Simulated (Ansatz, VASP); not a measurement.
# One calculation of Zr7B, two programs

```
Zr B
1.0
     3.30782    0.00000    0.00000
    -1.65391    2.86465    0.00000
     0.00000    0.00000   18.34318
Zr B
7 1
Direct
  0.66667 0.33333 0.92586
  0.33333 0.66667 0.07414
  0.66667 0.33333 0.22389
  0.33333 0.66667 0.36032
  0.33333 0.66667 0.77611
  0.66667 0.33333 0.63968
  0.00000 0.00000 0.50000
  0.00000 0.00000 0.00000
```

Alike in both runs: functional PBE; k mesh 6 × 6 × 1; occupations gaussian, width 0.2 eV; no spin polarisation.

Ansatz relaxed the structure, and its values are those at the end. VASP's run is a single point on that final structure, the one shown.

```csv
,VASP,Ansatz
version,VASP 6.6.1,Ansatz 0.2.0
potentials or method,"VASP PAW PBE potentials, release 64 (Zr_sv, B), cutoff 520 eV","scalar-relativistic, plane waves, PAW"
valence electrons in the cell,87,87
```

```tsv
	VASP	Ansatz	Ansatz less VASP
gap on the k mesh at the Fermi level (eV)	none	none	-
pressure (GPa)	0.0	0.0	-0.03
rms of the force components (eV/Å)	0.009	0.007	-0.0028
```

A gap of «none» marks a metal or a gap that the smearing closes. The functional is the same, so the differences come from potentials, cutoffs and numerics.

The k mesh is coarse, so the values compare programs but aren't converged.
